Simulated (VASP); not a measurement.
# Pt in VASP: single point with PBE

Aim: the single point of Pt with PBE.

Everything below comes from runs of VASP 6.6.1. Logs are shortened: lines on timing, memory, paths and dates and some standing lists are left out, and cuts for length are marked.

### Step 1. The cell of the first run

The cell holds a slab with vacuum, 1 atom: a = 2.808 Å, b = 2.808 Å, c = 16.000 Å, α = 90.00°, β = 90.00°, γ = 120.00°.

### Step 2. Single point, PBE

INCAR reads:

```
ALGO     = Normal         # electronic algorithm
DIPOL    = 0.5 0.5 0.500
EDIFF    = 1E-6           # SCF threshold, eV
ENCUT    = 520            # plane-wave cutoff, eV
GGA      = PE             # functional
IDIPOL   = 3            
ISIF     = 2              # what is computed and relaxed
ISMEAR   = -1             # smearing method
LASPH    = True           # aspherical terms in the spheres
LCHARG   = False          # write CHGCAR
LDIPOL   = True         
LREAL    = False          # projectors in reciprocal space
LWAVE    = False          # write WAVECAR
NBANDS   = 11             # bands
NELM     = 60             # most SCF steps
PREC     = Accurate       # precision mode
SIGMA    = 0.08           # smearing width, eV
```

KPOINTS reads:

```
k-points
0
Gamma
  13 13 1
```

POSCAR reads:

```
Pt
1.0
    2.8080030019      0.0000000000      0.0000000000
   -1.4040015009      2.4318019335      0.0000000000
    0.0000000000      0.0000000000     16.0000000000
Pt
1
Direct
    0.0000000000      0.0000000000      0.5000000000
```

Potentials or basis: VASP PAW PBE potentials, release 64 (Pt).

The run is started by

```bash
> cat potpaw_PBE.64/Pt/POTCAR > POTCAR
> mpirun -np 1 vasp_std > vasp.out
```

OUTCAR:

```text
EDIFF = 1E-6
   ENCUT = 520
   GGA = PE
   ISIF = 2
   ISMEAR = -1
   LASPH = True
   LREAL = False
   NELM = 60
   PREC = Accurate

 ion  position               nearest neighbor table
   1  0.000  0.000  0.500-

  LATTYP: Found a hexagonal cell.
 ALAT       =     2.8080030019
 C/A-ratio  =     5.6979996065

  Lattice vectors:

 A1 = (   2.8080030019,   0.0000000000,   0.0000000000)
 A2 = (  -1.4040015009,   2.4318019335,   0.0000000000)
 A3 = (   0.0000000000,   0.0000000000,  16.0000000000)

Analysis of symmetry for initial positions (statically):
=====================================================================
 Subroutine PRICEL returns:
 Original cell was already a primitive cell.

 Routine SETGRP: Setting up the symmetry group for a
 hexagonal supercell.

 Subroutine GETGRP returns: Found 24 space group operations
 (whereof 24 operations were pure point group operations)
 out of a pool of 24 trial point group operations.

The static configuration has the point symmetry D_6h.

Analysis of symmetry for dynamics (positions and initial velocities):
=====================================================================
 Subroutine PRICEL returns:
 Original cell was already a primitive cell.

 Routine SETGRP: Setting up the symmetry group for a
 hexagonal supercell.

 Subroutine GETGRP returns: Found 24 space group operations
 (whereof 24 operations were pure point group operations)
 out of a pool of 24 trial point group operations.

The dynamic configuration has the point symmetry D_6h.

 Subroutine INISYM returns: Found 24 space group operations
 (whereof 24 operations are pure point group operations),
 and found     1 'primitive' translations

----------------------------------------------------------------------------------------

                                     Primitive cell

  volume of cell :     109.2561

  direct lattice vectors                    reciprocal lattice vectors
     2.808003002  0.000000000  0.000000000     0.356124975  0.205608850  0.000000000
    -1.404001501  2.431801934  0.000000000     0.000000000  0.411217701  0.000000000
     0.000000000  0.000000000 16.000000000     0.000000000  0.000000000  0.062500000

  length of vectors
     2.808003002  2.808003002 16.000000000     0.411217701  0.411217701  0.062500000

  position of ions in fractional coordinates (direct lattice)
     0.000000000  0.000000000  0.500000000

  ion indices of the primitive-cell ions
   primitive index   ion index
                 1           1
[... 79 lines left out ...]
   NELECT =      10.0000    total number of electrons
   NUPDOWN=      -1.0000    fix difference up-down
   EMIN   =  10.00;   EMAX   =-10.00  energy-range for DOS
   EFERMI =   0.00;   METHOD = LEGACY
   ISMEAR =    -1;   SIGMA  =   0.08  broadening in eV -4-tet -1-fermi 0-gaus
   EFERMI_NEDOS =   21; number of points for ismear=-14 and -15
   IALGO  =     38    algorithm
   IMIX   =      4    mixing-type and parameters
     AMIX     =   0.40;   BMIX     =  1.00
     AMIX_MAG =   1.60;   BMIX_MAG =  1.00
  volume/ion in A,a.u.               =     109.26       737.30
  Fermi-wavevector in a.u.,A,eV,Ry     =   0.737779  1.394200  7.405893  0.544318
  Thomas-Fermi vector in A             =   1.831543
   LORBIT       =      0    0 simple, 1 ext, 2 COOP (PROOUT), +10 PAW based schemes
   GGA     = PE    functional components
   LHFCALC =     F    Hartree Fock is set to
   AEXX    =    0.0000 exact exchange contribution
   IVDW    =     0    specifies the selected vdW correction
   LEPSILON=     F    determine dielectric tensor
   LRPA    =     F    only Hartree local field effects (RPA)
 non-spin polarized calculation
  energy-cutoff  :      520.00
  volume of cell :      109.26
 maximum number of plane-waves:      2963
 NGX is ok and might be reduce to    24
   NGX = 11   NGY = 11   NGZ = 59

 number of electron      10.0000000 magnetization

 dipolmoment           0.000000      0.000000      0.000000 electrons x Angstroem

 Free energy of the ion-electron system (eV)
  ---------------------------------------------------
  ext. energy  EPLUGINS =         0.00000000
  ---------------------------------------------------
  free energy    TOTEN  =        -4.91736925 eV

  energy without entropy =       -4.86410498  energy(sigma->0) =       -4.89073711

 E-fermi :  -4.2320     XC(G=0):  -2.9681

 val. band max:       -4.2352043059   @ k =   0.2308   0.0000   0.0000
 cond. band min:      -4.2222765294   @ k =   0.1538   0.0769   0.0000
 fundamental gap:      0.0129277766
 Fermi energy:        -4.2320387691

 k-point     1 :       0.0000    0.0000    0.0000
  band No.  band energies     occupation
      1     -10.3362      2.00000
      2      -6.4514      2.00000
      3      -6.4514      2.00000
      4      -5.6508      2.00000
      5      -3.9749      0.07731
      6      -3.9749      0.07731
      7      -1.8477      0.00000
      8       2.0265      0.00000
      9       2.7494      0.00000
     10       3.2013      0.00000
     11       5.2507      0.00000
[... 267 lines left out ...]
 k-point    21 :       0.3077    0.3077    0.0000
  band No.  band energies     occupation
      1      -6.9127      2.00000
      2      -6.2855      2.00000
      3      -6.2164      2.00000
      4      -5.7733      2.00000
      5      -4.4832      1.91695
      6       1.5567      0.00000
      7       3.4978      0.00000
      8       5.2349      0.00000
      9       6.2190      0.00000
     10       8.9527      0.00000
     11       9.0475      0.00000

------------------------ aborting loop because EDIFF is reached ----------------------------------------

 vacuum level on the upper side and lower side of the slab       (xc-potential included)        -0.011        -0.011

  FORCE on cell =-STRESS in cart. coord.  units (eV):
  Direction    XX          YY          ZZ          XY          YZ          ZX
  --------------------------------------------------------------------------------------
  -------------------------------------------------------------------------------------
  Total       -4.2645614     -4.2645614     -0.0134601     -0.0000000      0.0000000     -0.0000000
  in kB      -62.5373118    -62.5373118     -0.1973849     -0.0000000      0.0000000     -0.0000000
  external PRESSURE =     -41.7573361 kB  Pullay stress =       0.0000000 kB

 VOLUME and BASIS-vectors are now :
 -----------------------------------------------------------------------------
  energy-cutoff  :      520.00
  volume of cell :      109.26
      direct lattice vectors                 reciprocal lattice vectors
     2.808003002  0.000000000  0.000000000     0.356124975  0.205608850  0.000000000
    -1.404001501  2.431801934  0.000000000     0.000000000  0.411217701  0.000000000
     0.000000000  0.000000000 16.000000000     0.000000000  0.000000000  0.062500000

 POSITION                                       TOTAL-FORCE (eV/Angst)
 -----------------------------------------------------------------------------------
      0.00000      0.00000      8.00000         0.000000      0.000000      0.000000
 -----------------------------------------------------------------------------------
    total drift:                                0.000000      0.000000      0.000000

  FREE ENERGIE OF THE ION-ELECTRON SYSTEM (eV)
  ---------------------------------------------------
  free  energy   TOTEN  =        -4.9173692533 eV

  energy  without entropy=       -4.8641049753  energy(sigma->0) =       -4.89073711

 vacuum level on the upper side and lower side of the slab         2.345         2.345
```

Run time: 46 s. Hardware: 1 thread of AMD EPYC 7R13, shared host; peak memory 0.21 GiB.

What came out:

```yaml
Free_energy: -4.9174 eV
Band_gap_on_the_k_mesh: zero (band 5 reaches -3.26 eV, above the bottom of band 6 at -4.44 eV)
```

Caveat: spin-orbit coupling is left out, which moves the levels of the heavy elements.
